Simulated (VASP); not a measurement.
# ZrSnHg3 (Pm-3m) in VASP: a series of runs

ZrSnHg3 is run at these levels: PBE; tasks: single point, relaxation of cell and atoms.

All numbers are computed with VASP 6.6.1; they aren't measurements. Logs are shortened: lines on timing, memory, paths and dates and some standing lists are left out, and cuts for length are marked.

## (1) The cell of the first run

The structure is cubic, space group Pm-3m (No. 221). The conventional cell has a = 4.884 Å, b = 4.884 Å, c = 4.884 Å, α = 90.00°, β = 90.00°, γ = 90.00°. Zr (site symmetry m-3m) has 12 Hg at 3.45 Å and 8 Sn at 4.23 Å within 4.5 Å. Sn (site symmetry m-3m) has 6 Hg at 2.44 Å within 3.2 Å. Within 3.2 Å of Hg (site symmetry 4/mmm) lie 2 Sn at 2.44 Å.

The cell was built from a structure type or drawn by symmetry, and may not be a known phase.

## (2) Single point, PBE

INCAR

```
PREC = Accurate
ENCUT = 500
EDIFF = 1E-6
ISMEAR = 0
SIGMA = 0.1
LREAL = F
LASPH = T
NELM = 120
ALGO = Normal
ISIF = 2
LWAVE = F
LCHARG = T
GGA = PE
LELF = T
LVHAR = T
NBANDS = 39
GGA_COMPAT = F
```

KPOINTS

```
regular mesh
0
Gamma
  4 4 4
```

POSCAR

```
ZrSnHg3
1.0
    4.8839372500      0.0000000000      0.0000000000
    0.0000000000      4.8839372500      0.0000000000
    0.0000000000      0.0000000000      4.8839372500
Zr Sn Hg
1 1 3
Direct
    0.0000000000      0.0000000000      0.0000000000
    0.5000000000      0.5000000000      0.5000000000
    0.5000000000      0.0000000000      0.5000000000
    0.0000000000      0.5000000000      0.5000000000
    0.5000000000      0.5000000000      0.0000000000
```

Potentials or basis: VASP PAW PBE potentials, release 64 (Zr_sv, Sn_d, Hg).

Started as:

```
> cat potpaw_PBE.64/Zr_sv/POTCAR potpaw_PBE.64/Sn_d/POTCAR potpaw_PBE.64/Hg/POTCAR > POTCAR
> mpirun -np 1 vasp_std > vasp.out
```

OUTCAR:

```text
PREC = Accurate
   ENCUT = 500
   EDIFF = 1E-6
   ISMEAR = 0
   LREAL = F
   LASPH = T
   NELM = 120
   ISIF = 2
   GGA = PE

 ion  position               nearest neighbor table
   1  0.000  0.000  0.000-   3 3.45   4 3.45   5 3.45   3 3.45   4 3.45   4 3.45   5 3.45   4 3.45
                             3 3.45   5 3.45   3 3.45   5 3.45
   2  0.500  0.500  0.500-   3 2.44   4 2.44   5 2.44   5 2.44   3 2.44   4 2.44
   3  0.500  0.000  0.500-   2 2.44   2 2.44   4 3.45   5 3.45   1 3.45   5 3.45   1 3.45   4 3.45
                             5 3.45   5 3.45   1 3.45   4 3.45   1 3.45   4 3.45
   4  0.000  0.500  0.500-   2 2.44   2 2.44   3 3.45   5 3.45   1 3.45   5 3.45   1 3.45   3 3.45
                             1 3.45   1 3.45   3 3.45   5 3.45   5 3.45   3 3.45
   5  0.500  0.500  0.000-   2 2.44   2 2.44   3 3.45   4 3.45   1 3.45   3 3.45   4 3.45   1 3.45
                             3 3.45   3 3.45   1 3.45   4 3.45   4 3.45   1 3.45

  LATTYP: Found a simple cubic cell.
 ALAT       =     4.8839372500

  Lattice vectors:

 A1 = (   4.8839372500,   0.0000000000,   0.0000000000)
 A2 = (   0.0000000000,   4.8839372500,   0.0000000000)
 A3 = (   0.0000000000,   0.0000000000,   4.8839372500)

Analysis of symmetry for initial positions (statically):
=====================================================================
 Subroutine PRICEL returns:
 Original cell was already a primitive cell.

 Routine SETGRP: Setting up the symmetry group for a
 simple cubic supercell.

 Subroutine GETGRP returns: Found 48 space group operations
 (whereof 48 operations were pure point group operations)
 out of a pool of 48 trial point group operations.

The static configuration has the point symmetry O_h .

Analysis of symmetry for dynamics (positions and initial velocities):
=====================================================================
 Subroutine PRICEL returns:
 Original cell was already a primitive cell.

 Routine SETGRP: Setting up the symmetry group for a
 simple cubic supercell.

 Subroutine GETGRP returns: Found 48 space group operations
 (whereof 48 operations were pure point group operations)
 out of a pool of 48 trial point group operations.

The dynamic configuration has the point symmetry O_h .

 Subroutine INISYM returns: Found 48 space group operations
 (whereof 48 operations are pure point group operations),
 and found     1 'primitive' translations

----------------------------------------------------------------------------------------

                                     Primitive cell

  volume of cell :     116.4958

  direct lattice vectors                    reciprocal lattice vectors
     4.883937250  0.000000000  0.000000000     0.204752835  0.000000000  0.000000000
     0.000000000  4.883937250  0.000000000     0.000000000  0.204752835  0.000000000
     0.000000000  0.000000000  4.883937250     0.000000000  0.000000000  0.204752835

  length of vectors
     4.883937250  4.883937250  4.883937250     0.204752835  0.204752835  0.204752835

  position of ions in fractional coordinates (direct lattice)
     0.000000000  0.000000000  0.000000000
     0.500000000  0.500000000  0.500000000
     0.500000000  0.000000000  0.500000000
     0.000000000  0.500000000  0.500000000
     0.500000000  0.500000000  0.000000000

  ion indices of the primitive-cell ions
   primitive index   ion index
                 1           1
                 2           2
                 3           3
                 4           4
                 5           5

----------------------------------------------------------------------------------------

 KPOINTS: regular mesh

Automatic generation of k-mesh.
 Grid dimensions read from file:
 generate k-points for:    4    4    4

 Generating k-lattice:

  Cartesian coordinates                     Fractional coordinates (reciprocal lattice)
     0.051188209  0.000000000  0.000000000     0.250000000  0.000000000  0.000000000
     0.000000000  0.051188209  0.000000000     0.000000000  0.250000000  0.000000000
     0.000000000  0.000000000  0.051188209     0.000000000  0.000000000  0.250000000

  Length of vectors
     0.051188209  0.051188209  0.051188209

  Shift w.r.t. Gamma in fractional coordinates (k-lattice)
     0.000000000  0.000000000  0.000000000

 Subroutine IBZKPT returns following result:
 ===========================================

 Found     10 irreducible k-points:

 Following reciprocal coordinates:
            Coordinates               Weight
  0.000000  0.000000  0.000000      1.000000
  0.250000  0.000000  0.000000      6.000000
  0.500000  0.000000  0.000000      3.000000
  0.250000  0.250000  0.000000     12.000000
  0.500000  0.250000  0.000000     12.000000
  0.500000  0.500000  0.000000      3.000000
  0.250000  0.250000  0.250000      8.000000
  0.500000  0.250000  0.250000     12.000000
  0.500000  0.500000  0.250000      6.000000
  0.500000  0.500000  0.500000      1.000000
[... 76 lines left out ...]
      1     -44.0424      2.00000
      2     -22.0075      2.00000
      3     -22.0075      2.00000
      4     -22.0075      2.00000
      5     -16.6905      2.00000
      6     -16.6905      2.00000
[... 31 lines left out ...]
     38       9.7916      0.00000
     39       9.7916      0.00000

 k-point     2 :       0.2500    0.0000    0.0000
  band No.  band energies     occupation
      1     -44.0423      2.00000
      2     -22.0103      2.00000
      3     -22.0076      2.00000
      4     -22.0076      2.00000
      5     -16.6903      2.00000
      6     -16.6302      2.00000
[... 31 lines left out ...]
     38       9.1362      0.00000
     39       9.1362      0.00000

 k-point     3 :       0.5000    0.0000    0.0000
  band No.  band energies     occupation
      1     -44.0423      2.00000
      2     -22.0130      2.00000
      3     -22.0076      2.00000
      4     -22.0076      2.00000
      5     -16.6901      2.00000
      6     -16.5693      2.00000
[... 31 lines left out ...]
     38       8.1791      0.00000
     39      11.7881      0.00000

 k-point     4 :       0.2500    0.2500    0.0000
  band No.  band energies     occupation
      1     -44.0423      2.00000
      2     -22.0103      2.00000
      3     -22.0098      2.00000
      4     -22.0076      2.00000
      5     -16.6605      2.00000
      6     -16.5988      2.00000
[... 31 lines left out ...]
     38       9.7177      0.00000
     39       9.7296      0.00000

 k-point     5 :       0.5000    0.2500    0.0000
  band No.  band energies     occupation
      1     -44.0422      2.00000
      2     -22.0126      2.00000
      3     -22.0099      2.00000
      4     -22.0076      2.00000
      5     -16.6524      2.00000
      6     -16.5448      2.00000
[... 31 lines left out ...]
     38       9.5579      0.00000
     39      10.5728      0.00000

 k-point     6 :       0.5000    0.5000    0.0000
  band No.  band energies     occupation
      1     -44.0422      2.00000
      2     -22.0121      2.00000
      3     -22.0121      2.00000
      4     -22.0076      2.00000
      5     -16.6310      2.00000
      6     -16.5033      2.00000
[... 31 lines left out ...]
     38      11.3650      0.00000
     39      11.3650      0.00000

 k-point     7 :       0.2500    0.2500    0.2500
  band No.  band energies     occupation
      1     -44.0423      2.00000
      2     -22.0103      2.00000
      3     -22.0096      2.00000
      4     -22.0096      2.00000
      5     -16.5986      2.00000
      6     -16.5986      2.00000
[... 31 lines left out ...]
     38       9.0258      0.00000
     39      10.3799      0.00000

 k-point     8 :       0.5000    0.2500    0.2500
  band No.  band energies     occupation
      1     -44.0422      2.00000
      2     -22.0121      2.00000
      3     -22.0099      2.00000
      4     -22.0094      2.00000
      5     -16.5984      2.00000
      6     -16.5359      2.00000
[... 31 lines left out ...]
     38      10.3112      0.00000
     39      10.6117      0.00000

 k-point     9 :       0.5000    0.5000    0.2500
  band No.  band energies     occupation
      1     -44.0422      2.00000
      2     -22.0117      2.00000
      3     -22.0117      2.00000
      4     -22.0094      2.00000
      5     -16.5674      2.00000
      6     -16.5032      2.00000
[... 31 lines left out ...]
     38       9.7465      0.00000
     39      13.2184      0.00000

 k-point    10 :       0.5000    0.5000    0.5000
  band No.  band energies     occupation
      1     -44.0422      2.00000
      2     -22.0112      2.00000
      3     -22.0112      2.00000
      4     -22.0112      2.00000
      5     -16.5030      2.00000
      6     -16.5030      2.00000
[... 31 lines left out ...]
     38      13.7046      0.00000
     39      13.7046      0.00000

------------------------ aborting loop because EDIFF is reached ----------------------------------------

  FORCE on cell =-STRESS in cart. coord.  units (eV):
  Direction    XX          YY          ZZ          XY          YZ          ZX
  --------------------------------------------------------------------------------------
  -------------------------------------------------------------------------------------
  Total       17.2925420     17.2925420     17.2925420      0.0000000      0.0000000      0.0000000
  in kB      237.8259249    237.8259249    237.8259249      0.0000000      0.0000000      0.0000000
  external PRESSURE =     237.8259249 kB  Pullay stress =       0.0000000 kB

 VOLUME and BASIS-vectors are now :
 -----------------------------------------------------------------------------
  energy-cutoff  :      500.00
  volume of cell :      116.50
      direct lattice vectors                 reciprocal lattice vectors
     4.883937250  0.000000000  0.000000000     0.204752835  0.000000000  0.000000000
     0.000000000  4.883937250  0.000000000     0.000000000  0.204752835  0.000000000
     0.000000000  0.000000000  4.883937250     0.000000000  0.000000000  0.204752835

 POSITION                                       TOTAL-FORCE (eV/Angst)
 -----------------------------------------------------------------------------------
      0.00000      0.00000      0.00000         0.000000      0.000000      0.000000
      2.44197      2.44197      2.44197         0.000000      0.000000      0.000000
      2.44197      0.00000      2.44197         0.000000      0.000000      0.000000
      0.00000      2.44197      2.44197         0.000000      0.000000      0.000000
      2.44197      2.44197      0.00000         0.000000      0.000000      0.000000
 -----------------------------------------------------------------------------------
    total drift:                                0.000000      0.000000      0.000000

  FREE ENERGIE OF THE ION-ELECTRON SYSTEM (eV)
  ---------------------------------------------------
  free  energy   TOTEN  =        -6.7008244868 eV

  energy  without entropy=       -6.6817104151  energy(sigma->0) =       -6.69126745
```

Wall time 18 s (1 thread of Intel Xeon 6975P-C (Granite Rapids), shared host); peak memory 0.22 GiB.

What came out:

| Property | Result |
| --- | --- |
| Free energy | -6.7008 eV |
| Pressure | 23.8 GPa |
| Band gap on the k mesh | zero (bands 31 and 32 overlap by 1.02 eV) |

Levels at points of the mesh, in eV from the Fermi level:
```
           k point  band 27  band 28  band 29  band 30  band 31  band 32  band 33  band 34  band 35  band 36
(0.00, 0.00, 0.00)    -3.82    -3.82    -3.10    -3.10     0.32     0.60     0.60     0.60     1.25     1.25
(0.50, 0.00, 0.00)    -2.91    -2.91    -2.57    -0.90    -0.18     0.20     0.41     0.41     0.55     1.22
(0.50, 0.50, 0.00)    -5.95    -3.25    -1.86    -1.35    -0.70    -0.70     0.58     0.78     1.71     2.31
(0.50, 0.50, 0.50)    -5.29    -5.29    -2.08    -2.08    -2.08     0.85     0.85     1.33     1.33     1.33
```

Caveat: the cell stands under pressure; spin-orbit coupling is left out, which moves the levels of the heavy elements.

## (3) Single point, PBE

This run uses another cell than the first one, of 30.52 Å³/atom.

INCAR

```
  ALGO = Normal
  EDIFF = 1E-6
  ENCUT = 500
  GGA = PE
  GGA_COMPAT = False
  ISIF = 2
  ISMEAR = 0
  LASPH = True
  LCHARG = False
  LREAL = False
  LWAVE = False
  NBANDS = 39
  NELM = 120
  PREC = Accurate
  SIGMA = 0.1
```

KPOINTS

```
k-points
0
Gamma
  4 4 4
```

Changes to POSCAR since step 2:

```diff
@@ -2,5 +2,5 @@
 1.0
-    4.8839372500      0.0000000000      0.0000000000
-    0.0000000000      4.8839372500      0.0000000000
-    0.0000000000      0.0000000000      4.8839372500
+    5.3441044699      0.0000000000      0.0000000000
+    0.0000000000      5.3441044699      0.0000000000
+    0.0000000000      0.0000000000      5.3441044699
 Zr Sn Hg
```

Potentials or basis: VASP PAW PBE potentials, release 64 (Zr_sv, Sn_d, Hg).

Started as:

```
> cat potpaw_PBE.64/Zr_sv/POTCAR potpaw_PBE.64/Sn_d/POTCAR potpaw_PBE.64/Hg/POTCAR > POTCAR
> mpirun -np 1 vasp_std > vasp.out
```

Run time: 30 s. Hardware: 1 thread of Intel Xeon 6975P-C (Granite Rapids), shared host; peak memory 0.26 GiB.

Results (log left out):

- Free energy: -8.7802 eV
- Pressure: 0.4 GPa
- Band gap on the k mesh: zero (bands 31 and 32 overlap by 0.41 eV)

Levels at points of the mesh, in eV from the Fermi level:
```tsv
k point	band 27	band 28	band 29	band 30	band 31	band 32	band 33	band 34	band 35	band 36
(0.00, 0.00, 0.00)	-2.98	-2.75	-2.75	-2.75	-0.92	0.40	0.40	0.40	0.69	0.69
(0.50, 0.00, 0.00)	-2.67	-2.19	-2.19	-1.16	-0.49	0.06	0.33	0.33	0.38	0.64
(0.50, 0.50, 0.00)	-5.17	-2.27	-2.16	-1.27	-0.34	-0.34	0.45	0.50	1.00	2.02
(0.50, 0.50, 0.50)	-4.74	-4.74	-1.12	-1.12	-1.12	0.58	0.58	0.65	0.80	0.80
```

Caveat: spin-orbit coupling is left out, which moves the levels of the heavy elements.

## (4) Relaxation of cell and atoms, PBE

INCAR

```
ALGO     = Normal         # electronic algorithm
EDIFF    = 1E-7           # SCF threshold, eV
EDIFFG   = -0.04          # ionic threshold
ENCUT    = 500            # plane-wave cutoff, eV
GGA      = PE             # functional
GGA_COMPAT= False        
IBRION   = 2              # ionic algorithm
ISIF     = 3              # what is computed and relaxed
ISMEAR   = 0              # smearing method
LASPH    = True           # aspherical terms in the spheres
LCHARG   = False          # write CHGCAR
LREAL    = False          # projectors in reciprocal space
LWAVE    = False          # write WAVECAR
NELM     = 120            # most SCF steps
NELMIN   = 4            
NSW      = 90             # ionic steps
PREC     = Accurate       # precision mode
SIGMA    = 0.1            # smearing width, eV
```

KPOINTS is that of step 3.

Changes to POSCAR since step 3:

```diff
@@ -2,5 +2,5 @@
 1.0
-    5.3441044699      0.0000000000      0.0000000000
-    0.0000000000      5.3441044699      0.0000000000
-    0.0000000000      0.0000000000      5.3441044699
+    4.8839372500      0.0000000000      0.0000000000
+    0.0000000000      4.8839372500      0.0000000000
+    0.0000000000      0.0000000000      4.8839372500
 Zr Sn Hg
```

Started as:

```
> cat potpaw_PBE.64/Zr_sv/POTCAR potpaw_PBE.64/Sn_d/POTCAR potpaw_PBE.64/Hg/POTCAR > POTCAR
> mpirun -np 1 vasp_std > vasp.out
```

It took 57 s on 1 thread of Intel Xeon 6975P-C (Granite Rapids), shared host; peak memory 0.23 GiB.

Results (log left out):

| Quantity | Value |
| --- | --- |
| Free energy | -8.7748 eV |
| Relaxed volume | 30.69 Å³/atom |
| Relaxed cell | a = 5.354 Å, b = 5.354 Å, c = 5.354 Å, α = 90.00°, β = 90.00°, γ = 90.00° |
| Space group after relaxing (to 0.1 Å) | Pm-3m (No. 221) |
| Energy gained by relaxing | 414.8 meV/atom |
| Ionic steps | 3 |
| Pressure after relaxing | 0.2 GPa |
| Band gap on the k mesh | zero (bands 31 and 32 overlap by 0.41 eV) |

Step by step:
```tsv
step	energy change (eV)	largest force (eV/Å)	pressure (GPa)	volume (Å³)
1	0.0000	0.0000	23.79	116.50
2	-1.5569	0.0000	-4.38	185.10
3	-2.0739	0.0000	0.17	153.46
```

Final structure:
```cif
data_structure
_symmetry_space_group_name_H-M 'P 1'
_symmetry_Int_Tables_number 1
_cell_length_a 5.3539
_cell_length_b 5.3539
_cell_length_c 5.3539
_cell_angle_alpha 90.000
_cell_angle_beta 90.000
_cell_angle_gamma 90.000
_cell_volume 153.46
loop_
_atom_site_label
_atom_site_type_symbol
_atom_site_fract_x
_atom_site_fract_y
_atom_site_fract_z
_atom_site_occupancy
Zr1 Zr 0.00000 0.00000 0.00000 1
Sn1 Sn 0.50000 0.50000 0.50000 1
Hg1 Hg 0.50000 0.00000 0.50000 1
Hg2 Hg 0.00000 0.50000 0.50000 1
Hg3 Hg 0.50000 0.50000 0.00000 1
```

Levels at points of the mesh, in eV from the Fermi level:
| k point | band 28 | band 29 | band 30 | band 31 | band 32 | band 33 | band 34 | band 35 |
| --- | --- | --- | --- | --- | --- | --- | --- | --- |
| (0.00, 0.00, 0.00) | -2.73 | -2.73 | -2.73 | -0.94 | 0.39 | 0.39 | 0.39 | 0.68 |
| (0.50, 0.00, 0.00) | -2.18 | -2.18 | -1.18 | -0.48 | 0.06 | 0.32 | 0.32 | 0.38 |
| (0.50, 0.50, 0.00) | -2.25 | -2.16 | -1.26 | -0.33 | -0.33 | 0.45 | 0.49 | 0.99 |
| (0.50, 0.50, 0.50) | -4.73 | -1.10 | -1.10 | -1.10 | 0.58 | 0.58 | 0.64 | 0.80 |

Caveat: the volume moved by over 15 % at a fixed basis, so the end points are rough; spin-orbit coupling is left out, which moves the levels of the heavy elements.

## (5) Single point, PBE, collinear spin

This run uses another cell than the first one, of 30.52 Å³/atom.

INCAR

```
SYSTEM = ZrSnHg3
PREC = Accurate
ENCUT = 500
EDIFF = 1E-6
ISMEAR = 0
SIGMA = 0.1
LREAL = .False.
LASPH = .True.
NELM = 200
ALGO = Normal
ISIF = 2
LWAVE = .False.
LCHARG = .True.
ISPIN = 2
MAGMOM = 1 0 0 0 0
LORBIT = 11
LMAXMIX = 4
GGA = PE
LELF = .True.
LVHAR = .True.
NBANDS = 43
GGA_COMPAT = .False.
```

KPOINTS

```
regular mesh
0
Gamma
  4 4 4
  0 0 0
```

Changes to POSCAR since step 4:

```diff
@@ -2,5 +2,5 @@
 1.0
-    4.8839372500      0.0000000000      0.0000000000
-    0.0000000000      4.8839372500      0.0000000000
-    0.0000000000      0.0000000000      4.8839372500
+    5.3441044699      0.0000000000      0.0000000000
+    0.0000000000      5.3441044699      0.0000000000
+    0.0000000000      0.0000000000      5.3441044699
 Zr Sn Hg
```

Started as:

```
> cat potpaw_PBE.64/Zr_sv/POTCAR potpaw_PBE.64/Sn_d/POTCAR potpaw_PBE.64/Hg/POTCAR > POTCAR
> mpirun -np 1 vasp_std > vasp.out
```

It took 61 s on 1 thread of Intel Xeon 6975P-C (Granite Rapids), shared host; peak memory 0.33 GiB.

It converged, with:

* Free energy: -8.8383 eV
* Pressure: 0.7 GPa
* Net moment: 1.04 μB per cell
* Site moments: Zr +0.71; Sn +0.00; Hg +0.00 μB
* Valence electrons inside the program's atomic spheres: Zr 9.52; Sn 12.47; Hg 10.53

Levels at points of the mesh, in eV from the Fermi level:
Spin up:
```csv
k point,band 28,band 29,band 30,band 31,band 32,band 33,band 34,band 35
"(0.00, 0.00, 0.00)",-2.63,-2.63,-2.63,-0.88,0.16,0.16,0.16,0.66
"(0.50, 0.00, 0.00)",-2.10,-2.10,-1.05,-0.50,0.01,0.14,0.16,0.16
"(0.50, 0.50, 0.00)",-2.26,-2.08,-1.13,-0.51,-0.51,0.39,0.43,0.81
"(0.50, 0.50, 0.50)",-4.64,-1.05,-1.05,-1.05,0.52,0.52,0.54,0.58
```
Spin down:
```
           k point  band 29  band 30  band 31  band 32  band 33  band 34
(0.00, 0.00, 0.00)    -2.61    -2.61    -0.70     0.95     0.95     0.95
(0.50, 0.00, 0.00)    -2.02    -1.02    -0.21     0.38     0.81     0.81
(0.50, 0.50, 0.00)    -1.98    -1.13     0.12     0.12     0.81     0.86
(0.50, 0.50, 0.50)    -0.96    -0.96    -0.96     0.95     0.95     1.05
```

Caveat: spin-orbit coupling is left out, which moves the levels of the heavy elements.

## (6) Overview

| task | spin | cell | gap on the mesh (eV) | pressure (GPa) |
| --- | --- | --- | --- | --- |
| single point | off | a = 4.884 Å, 5 atoms | none | 23.8 |
| single point | off | a = 5.344 Å, 5 atoms | none | 0.4 |
| relaxation of cell and atoms | off | relaxed from a = 4.884 Å, 5 atoms | none | 0.2 |
| single point | collinear | a = 5.344 Å, 5 atoms | none | 0.7 |

Alike in all rows: level PBE; potentials or basis VASP PAW PBE potentials, release 64 (Zr_sv, Sn_d, Hg); k mesh 4 × 4 × 4; cutoff (eV) 500; smearing gaussian 0.1 eV.

Caveats: spin-orbit coupling is left out, which moves the levels of the heavy elements; the cell stands under pressure (at least some runs); the volume moved by over 15 % at a fixed basis, so the end points are rough (at least some runs).

Absolute energies hang on the potentials; compare differences alone.
